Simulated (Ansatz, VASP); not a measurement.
**Two plane-wave programs on I**

```
I
1.0
     3.62750   -2.39750    0.00000
     3.62750    2.39750    0.00000
     0.00000    0.00000    9.78000
I
4
Direct
  0.85000 0.15000 0.11700
  0.65000 0.35000 0.61700
  0.15000 0.85000 0.88300
  0.35000 0.65000 0.38300
```

Alike in both runs: task electric field gradients; functional PBE; k mesh 6 × 6 × 3; occupations fermi-dirac, width 0.02 eV; no spin polarisation.

|  | VASP | Ansatz |
| --- | --- | --- |
| version | VASP 6.6.1 | Ansatz 0.2.0 |
| potentials or method | VASP PAW PBE potentials, release 64 (I) | PAW with Ansatz's default frozen-core files, scalar-relativistic |
| plane-wave cutoff (eV) | 520 | 420 |
| valence electrons in the cell | 28 | 68 |

Ansatz gave:

| Item | Value |
| --- | --- |
| gap on the k mesh at the Fermi level (eV) | 1.26 |
| pressure (GPa) | 1.4 |
| traceless stress, the component that is largest in VASP (GPa) | 0.57 |
| rms of the force components (eV/Å) | 0.368 |
| size of Vzz on the site where it differs most (V/Å²) | 1210.1 |

Problem. What did VASP give for the same quantities?

Solution. gap on the k mesh at the Fermi level (eV): 1.27; pressure (GPa): 1.4; traceless stress, the component that is largest in VASP (GPa): 0.54; rms of the force components (eV/Å): 0.358; size of Vzz on the site where it differs most (V/Å²): 1176.0.

Atom by atom the forces differ by 0.009 eV/Å (rms over components). With one functional, cell and mesh, what is left measures potentials, basis and numerics. VASP's potentials hold 28 valence electrons a cell and Ansatz's 68, so a difference there can come from the potentials and not from the codes.

Spin-orbit coupling is off throughout.
